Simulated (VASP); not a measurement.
# GaP (P4/mmm) in VASP: notebook

The runs below take GaP through single point, with PBE, HF.

Program: VASP 6.6.1. These are calculated values, not measurements. Logs are shortened: lines on timing, memory, paths and dates and some standing lists are left out, and cuts for length are marked.

## (1) The cell of the first run

Symmetry: P4/mmm, No. 123, tetragonal system. Conventional cell: a = 3.502 Å, b = 3.502 Å, c = 2.839 Å, α = 90.00°, β = 90.00°, γ = 90.00°. Within 3.7 Å of Ga (site symmetry 4/mmm) lie 6 Ga at 2.84 to 3.50 Å and 8 P at 2.85 Å. Within 3.7 Å of P (site symmetry 4/mmm) lie 6 P at 2.84 to 3.50 Å and 8 Ga at 2.85 Å.

## (2) Single point, PBE

INCAR reads:

```
PREC = Accurate
ENCUT = 500
EDIFF = 1E-6
ISMEAR = -1
SIGMA = 0.05
LREAL = F
LASPH = T
NELM = 120
ALGO = Normal
ISIF = 2
LWAVE = F
LCHARG = F
GGA = PE
NBANDS = 16
GGA_COMPAT = F
```

KPOINTS reads:

```
regular mesh
0
Gamma
  8 8 9
```

POSCAR reads:

```
GaP
1.0
    3.5021475848      0.0000000000      0.0000000000
    0.0000000000      3.5021475848      0.0000000000
    0.0000000000      0.0000000000      2.8394400188
Ga P
1 1
Direct
    0.0000000000      0.0000000000      0.0000000000
    0.5000000000      0.5000000000      0.5000000000
```

Potentials or basis: VASP PAW PBE potentials, release 64 (Ga_d, P).

On the command line:

```
$ cat potpaw_PBE.64/Ga_d/POTCAR potpaw_PBE.64/P/POTCAR > POTCAR
$ mpirun -np 1 vasp_std > vasp.out
```

OUTCAR:

```text
PREC = Accurate
   ENCUT = 500
   EDIFF = 1E-6
   ISMEAR = -1
   LREAL = F
   LASPH = T
   NELM = 120
   ISIF = 2
   GGA = PE

 ion  position               nearest neighbor table
   1  0.000  0.000  0.000-   2 2.85   2 2.85   2 2.85   2 2.85   2 2.85   2 2.85   2 2.85   2 2.85

   2  0.500  0.500  0.500-   1 2.85   1 2.85   1 2.85   1 2.85   1 2.85   1 2.85   1 2.85   1 2.85

  LATTYP: Found a simple tetragonal cell.
 ALAT       =     3.5021475848
 C/A-ratio  =     0.8107710912

  Lattice vectors:

 A1 = (   3.5021475848,   0.0000000000,   0.0000000000)
 A2 = (   0.0000000000,   3.5021475848,   0.0000000000)
 A3 = (   0.0000000000,   0.0000000000,   2.8394400188)

Analysis of symmetry for initial positions (statically):
=====================================================================
 Subroutine PRICEL returns:
 Original cell was already a primitive cell.

 Routine SETGRP: Setting up the symmetry group for a
 simple tetragonal supercell.

 Subroutine GETGRP returns: Found 16 space group operations
 (whereof 16 operations were pure point group operations)
 out of a pool of 16 trial point group operations.

The static configuration has the point symmetry D_4h.

Analysis of symmetry for dynamics (positions and initial velocities):
=====================================================================
 Subroutine PRICEL returns:
 Original cell was already a primitive cell.

 Routine SETGRP: Setting up the symmetry group for a
 simple tetragonal supercell.

 Subroutine GETGRP returns: Found 16 space group operations
 (whereof 16 operations were pure point group operations)
 out of a pool of 16 trial point group operations.

The dynamic configuration has the point symmetry D_4h.

 Subroutine INISYM returns: Found 16 space group operations
 (whereof 16 operations are pure point group operations),
 and found     1 'primitive' translations

----------------------------------------------------------------------------------------

                                     Primitive cell

  volume of cell :      34.8258

  direct lattice vectors                    reciprocal lattice vectors
     3.502147585  0.000000000  0.000000000     0.285539080  0.000000000  0.000000000
     0.000000000  3.502147585  0.000000000     0.000000000  0.285539080  0.000000000
     0.000000000  0.000000000  2.839440019     0.000000000  0.000000000  0.352182118

  length of vectors
     3.502147585  3.502147585  2.839440019     0.285539080  0.285539080  0.352182118

  position of ions in fractional coordinates (direct lattice)
     0.000000000  0.000000000  0.000000000
     0.500000000  0.500000000  0.500000000

  ion indices of the primitive-cell ions
   primitive index   ion index
                 1           1
                 2           2

----------------------------------------------------------------------------------------

 KPOINTS: regular mesh

Automatic generation of k-mesh.
 Grid dimensions read from file:
 generate k-points for:    8    8    9

 Generating k-lattice:

  Cartesian coordinates                     Fractional coordinates (reciprocal lattice)
     0.035692385  0.000000000  0.000000000     0.125000000  0.000000000  0.000000000
     0.000000000  0.035692385  0.000000000     0.000000000  0.125000000  0.000000000
     0.000000000  0.000000000  0.039131346     0.000000000  0.000000000  0.111111111

  Length of vectors
     0.035692385  0.035692385  0.039131346

  Shift w.r.t. Gamma in fractional coordinates (k-lattice)
     0.000000000  0.000000000  0.000000000

 Subroutine IBZKPT returns following result:
 ===========================================

 Found     75 irreducible k-points:

 Following reciprocal coordinates:
            Coordinates               Weight
  0.000000  0.000000  0.000000      1.000000
  0.125000  0.000000  0.000000      4.000000
  0.250000  0.000000  0.000000      4.000000
  0.375000  0.000000  0.000000      4.000000
  0.500000  0.000000  0.000000      2.000000
  0.125000  0.125000  0.000000      4.000000
[... 16 lines left out ...]
  0.375000  0.125000  0.111111     16.000000
  0.500000  0.125000  0.111111      8.000000
 [... further k-points ...]
   k-points           NKPTS =     75   k-points in BZ     NKDIM =     75   number of bands    NBANDS=     16
   number of dos      NEDOS =    301   number of ions     NIONS =      2
   total plane-waves  NPLWV =  18816
   dimension x,y,z NGX =    28 NGY =   28 NGZ =   24
   dimension x,y,z NGXF=    56 NGYF=   56 NGZF=   48
   ions per type =               1   1
   NGX,Y,Z   is equivalent  to a cutoff of  13.29, 13.29, 14.05 a.u.
   NGXF,Y,Z  is equivalent  to a cutoff of  26.58, 26.58, 28.10 a.u.
 SYSTEM =  unknown system
   PREC   = accura    normal or accurate (medium, high low for compatibility)
   ISTART =      0    job   : 0-new  1-cont  2-samecut
   ICHARG =      2    charge: 1-file 2-atom 10-const
   ISPIN  =      1    spin polarized calculation?
   LNONCOLLINEAR =      F non collinear calculations
   LSORBIT =      F    spin-orbit coupling
   LASPH  =      T    aspherical Exc in radial PAW
   ENCUT  =  500.0 eV  36.75 Ry    6.06 a.u.   6.39  6.39  5.18*2*pi/ulx,y,z
   NELM   =    120;   NELMIN=  2; NELMDL= -5     # of ELM steps
   EDIFF  = 0.1E-05   stopping-criterion for ELM
   LREAL  =      F    real-space projection
   EDIFFG = 0.1E-04   stopping-criterion for IOM
   NSW    =      0    number of steps for IOM
   IBRION =     -1    ionic relax: 0-MD 1-quasi-New 2-CG
   NFREE  =      0    steps in history (QN), initial steepest desc. (CG)
   ISIF   =      2    stress and relaxation
   ISYM   =      2    0-nonsym 1-usesym 2-fastsym
   POTIM  = 0.5000    time-step for ionic-motion
   TEBEG  =    0.0;   TEEND  =   0.0 temperature during run
   PSTRESS=    0.0 pullay stress
   NELECT =      18.0000    total number of electrons
   NUPDOWN=      -1.0000    fix difference up-down
   EMIN   =  10.00;   EMAX   =-10.00  energy-range for DOS
   EFERMI =   0.00;   METHOD = LEGACY
   ISMEAR =    -1;   SIGMA  =   0.05  broadening in eV -4-tet -1-fermi 0-gaus
   EFERMI_NEDOS =   21; number of points for ismear=-14 and -15
   IALGO  =     38    algorithm
   IMIX   =      4    mixing-type and parameters
     AMIX     =   0.40;   BMIX     =  1.00
     AMIX_MAG =   1.60;   BMIX_MAG =  1.00
  volume/ion in A,a.u.               =      17.41       117.51
  Fermi-wavevector in a.u.,A,eV,Ry     =   1.313808  2.482737 23.484889  1.726091
  Thomas-Fermi vector in A             =   2.444105
   LORBIT       =      0    0 simple, 1 ext, 2 COOP (PROOUT), +10 PAW based schemes
   GGA     = PE    functional components
   LHFCALC =     F    Hartree Fock is set to
   AEXX    =    0.0000 exact exchange contribution
   IVDW    =     0    specifies the selected vdW correction
   LEPSILON=     F    determine dielectric tensor
   LRPA    =     F    only Hartree local field effects (RPA)
 non-spin polarized calculation
  energy-cutoff  :      500.00
  volume of cell :       34.83
 maximum number of plane-waves:       898
 NGX is ok and might be reduce to    28
   NGX = 13   NGY = 13   NGZ = 11

 number of electron      18.0000003 magnetization

 Free energy of the ion-electron system (eV)
  ---------------------------------------------------
  ext. energy  EPLUGINS =         0.00000000
  ---------------------------------------------------
  free energy    TOTEN  =        -7.67338951 eV

  energy without entropy =       -7.66542331  energy(sigma->0) =       -7.66940641

 E-fermi :   6.6663     XC(G=0): -11.0267

 val. band max:        6.6185031299   @ k =   0.2500   0.1250   0.4444
 cond. band min:       6.6924453041   @ k =   0.3750   0.0000   0.3333
 fundamental gap:      0.0739421741
 Fermi energy:         6.6663406709

 k-point     1 :       0.0000    0.0000    0.0000
  band No.  band energies     occupation
      1      -8.2949      2.00000
      2      -8.1444      2.00000
      3      -8.0792      2.00000
      4      -8.0227      2.00000
      5      -8.0227      2.00000
      6      -6.6793      2.00000
[... 8 lines left out ...]
     15      17.8663      0.00000
     16      18.8082      0.00000

 k-point     2 :       0.1250    0.0000    0.0000
  band No.  band energies     occupation
      1      -8.2925      2.00000
      2      -8.1373      2.00000
      3      -8.0848      2.00000
      4      -8.0254      2.00000
      5      -8.0224      2.00000
      6      -6.5168      2.00000
[... 8 lines left out ...]
     15      18.1273      0.00000
     16      19.5217      0.00000

 k-point     3 :       0.2500    0.0000    0.0000
  band No.  band energies     occupation
      1      -8.2875      2.00000
      2      -8.1204      2.00000
      3      -8.0982      2.00000
      4      -8.0319      2.00000
      5      -8.0216      2.00000
      6      -6.0464      2.00000
[... 8 lines left out ...]
     15      16.8399      0.00000
     16      20.4389      0.00000

 k-point     4 :       0.3750    0.0000    0.0000
  band No.  band energies     occupation
      1      -8.2831      2.00000
      2      -8.1115      2.00000
      3      -8.1037      2.00000
      4      -8.0384      2.00000
      5      -8.0209      2.00000
      6      -5.3648      2.00000
[... 8 lines left out ...]
     15      16.9922      0.00000
     16      19.3224      0.00000
[... 324 lines left out ...]
 k-point    22 :       0.2500    0.1250    0.1111
  band No.  band energies     occupation
      1      -8.2487      2.00000
      2      -8.1106      2.00000
      3      -8.1092      2.00000
      4      -8.0542      2.00000
      5      -8.0416      2.00000
      6      -5.6593      2.00000
[... 8 lines left out ...]
     15      16.6583      0.00000
     16      19.1766      0.00000

 k-point    23 :       0.3750    0.1250    0.1111
  band No.  band energies     occupation
      1      -8.2437      2.00000
      2      -8.1286      2.00000
      3      -8.0916      2.00000
      4      -8.0636      2.00000
      5      -8.0402      2.00000
      6      -4.9785      2.00000
[... 8 lines left out ...]
     15      17.6737      0.00000
     16      19.4529      0.00000

 k-point    24 :       0.5000    0.1250    0.1111
  band No.  band energies     occupation
      1      -8.2418      2.00000
      2      -8.1357      2.00000
      3      -8.0841      2.00000
      4      -8.0675      2.00000
      5      -8.0396      2.00000
      6      -4.5421      2.00000
[... 8 lines left out ...]
     15      19.6962      0.00000
     16      20.0629      0.00000

 [... further k-points ...]
[... 5 lines left out ...]
  --------------------------------------------------------------------------------------
  -------------------------------------------------------------------------------------
  Total       -0.6026911     -0.6026911     -0.6473541      0.0000000      0.0000000      0.0000000
  in kB      -27.7270592    -27.7270592    -29.7817964      0.0000000      0.0000000      0.0000000
  external PRESSURE =     -28.4119716 kB  Pullay stress =       0.0000000 kB

 VOLUME and BASIS-vectors are now :
 -----------------------------------------------------------------------------
  energy-cutoff  :      500.00
  volume of cell :       34.83
      direct lattice vectors                 reciprocal lattice vectors
     3.502147585  0.000000000  0.000000000     0.285539080  0.000000000  0.000000000
     0.000000000  3.502147585  0.000000000     0.000000000  0.285539080  0.000000000
     0.000000000  0.000000000  2.839440019     0.000000000  0.000000000  0.352182118

 POSITION                                       TOTAL-FORCE (eV/Angst)
 -----------------------------------------------------------------------------------
      0.00000      0.00000      0.00000         0.000000      0.000000      0.000000
      1.75107      1.75107      1.41972         0.000000      0.000000      0.000000
 -----------------------------------------------------------------------------------
    total drift:                               -0.000000      0.000000     -0.000000

  FREE ENERGIE OF THE ION-ELECTRON SYSTEM (eV)
  ---------------------------------------------------
  free  energy   TOTEN  =        -7.6733895125 eV

  energy  without entropy=       -7.6654233144  energy(sigma->0) =       -7.66940641
```

Run time: 22 s. Hardware: 1 thread of Intel Xeon 6975P-C, shared host; peak memory 0.17 GiB.

What came out:

- Free energy: -7.6734 eV
- Pressure: -2.8 GPa
- Band gap on the k mesh: zero (band 9 reaches 9.18 eV, above the bottom of band 10 at 4.40 eV)

## (3) Single point, PBE

This run uses another cell than the first one, of 17.75 Å³/atom, 1.019 times its volume.

INCAR reads:

```
ALGO     = Normal         # electronic algorithm
EDIFF    = 1E-6           # SCF threshold, eV
ENCUT    = 500            # plane-wave cutoff, eV
GGA      = PE             # functional
GGA_COMPAT= F            
ISIF     = 2              # what is computed and relaxed
ISMEAR   = -1             # smearing method
LASPH    = T              # aspherical terms in the spheres
LCHARG   = F              # write CHGCAR
LREAL    = F              # projectors in reciprocal space
LWAVE    = F              # write WAVECAR
NBANDS   = 16             # bands
NELM     = 120            # most SCF steps
PREC     = Accurate       # precision mode
SIGMA    = 0.05           # smearing width, eV
```

KPOINTS reads:

```
k-points
0
Gamma
  8 8 9
```

POSCAR reads:

```
GaP
1.0
    3.5244548588      0.0000000000      0.0000000000
    0.0000000000      3.5244548588      0.0000000000
    0.0000000000      0.0000000000      2.8575261116
Ga P
1 1
Direct
    0.0000000000      0.0000000000      0.0000000000
    0.5000000000      0.5000000000      0.5000000000
```

Potentials or basis: VASP PAW PBE potentials, release 64 (Ga_d, P).

On the command line:

```
$ cat potpaw_PBE.64/Ga_d/POTCAR potpaw_PBE.64/P/POTCAR > POTCAR
$ mpirun -np 1 vasp_std > vasp.out
```

Run time: 25 s. Hardware: 1 thread of Intel Xeon 6975P-C, shared host; peak memory 0.17 GiB.

Results (log left out):

```
Free energy            : -7.6595 eV
Pressure               : -3.9 GPa
Band gap on the k mesh : zero (band 9 reaches 8.94 eV, above the bottom of band 10 at 4.19 eV)
```

Stress tensor (GPa, compression positive):
```
-3.85  0.00  0.00
 0.00 -3.85  0.00
 0.00  0.00 -4.05
```

Levels at points of the mesh, in eV from the Fermi level:
| k point | band 6 | band 7 | band 8 | band 9 | band 10 | band 11 | band 12 | band 13 |
| --- | --- | --- | --- | --- | --- | --- | --- | --- |
| (0.00, 0.00, 0.00) | -13.18 | -2.79 | -2.00 | -2.00 | 2.57 | 3.67 | 7.04 | 8.65 |
| (0.50, 0.00, 0.00) | -11.47 | -8.65 | -0.31 | 2.49 | 2.70 | 2.91 | 3.58 | 8.31 |
| (0.50, 0.50, 0.00) | -10.07 | -5.84 | -5.57 | -5.57 | 4.00 | 9.14 | 9.14 | 9.91 |

[end of part 1 of 2]
